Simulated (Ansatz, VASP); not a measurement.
## Two plane-wave programs on AsS5

```
As S
1.0
     4.66052    0.00000    0.00000
    -2.33026    4.03613    0.00000
     0.00000    0.00000    7.09943
As S
1 5
Direct
  0.00000 0.00000 0.00000
  0.00000 0.73777 0.50000
  0.73777 0.00000 0.50000
  0.26223 0.26223 0.50000
  0.66667 0.33333 0.00000
  0.33333 0.66667 0.00000
```

Change from the starting cell: species swapped into the Mg5Zn type (P-62m, No. 189).

Alike in both runs: functional PBE; k mesh 6 × 6 × 4; occupations gaussian, width 0.1 eV; no spin polarisation.

Ansatz relaxed the structure, and its values are those at the end. VASP's run is a single point on that final structure, the one shown.

```csv
,VASP,Ansatz
version,VASP 6.6.1,Ansatz 0.2.0
potentials or method,"VASP PAW PBE potentials, release 64 (As_d, S), cutoff 600 eV","scalar-relativistic, plane waves, PAW"
valence electrons in the cell,45,45
```

```tsv
	VASP	Ansatz	Ansatz less VASP
gap on the k mesh at the Fermi level (eV)	none	none	-
pressure (GPa)	-0.3	0.0	+0.26
rms of the force components (eV/Å)	0.084	0.003	-0.0814
```

A gap of «none» marks a metal or a gap that the smearing closes.
